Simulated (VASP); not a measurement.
## HfB2: single point with LDA

HfB2:

```
Hf B
1.0
     3.12491    0.00000    0.00000
    -1.56246    2.70625    0.00000
     0.00000    0.00000    3.44162
Hf B
1 2
Cartesian
  0.0000 0.0000 0.0000
  0.0000 1.8042 1.7208
  1.5625 0.9021 1.7208
```

| Item | Value |
| --- | --- |
| Program | VASP 6.6.1 |
| Task | single point |
| Functional | LDA |
| Potentials or basis | VASP PAW LDA potentials, release 64 (Hf_pv, B) |
| Cutoff | 500 eV |
| k mesh | 8 × 8 × 7 |
| Occupations | gaussian, width 0.05 eV |
| Spin | no spin polarisation |

```yaml
Pressure: -4.7 GPa
Band_gap_on_the_k_mesh: zero (band 8 reaches 8.44 eV, above the bottom of band 9 at 8.07 eV)
```

Stress tensor (GPa, compression positive):
```
-5.02  0.00  0.00
 0.00 -5.02  0.00
 0.00  0.00 -3.93
```

Levels at points of the mesh, in eV from the Fermi level:
```
           k point  band 6  band 7  band 8  band 9  band 10  band 11
(0.00, 0.00, 0.00)   -3.20   -3.20   -2.86    3.81     3.81     4.53
(0.50, 0.00, 0.00)   -4.37   -3.65   -3.17    1.99     2.51     5.49
```

It took 7.3 s on 1 thread of Intel(R) Xeon(R) 6975P-C (Granite Rapids), on a shared host, peak memory 0.14 GiB.

Caveat: spin-orbit coupling is left out, which moves the levels of the heavy elements.
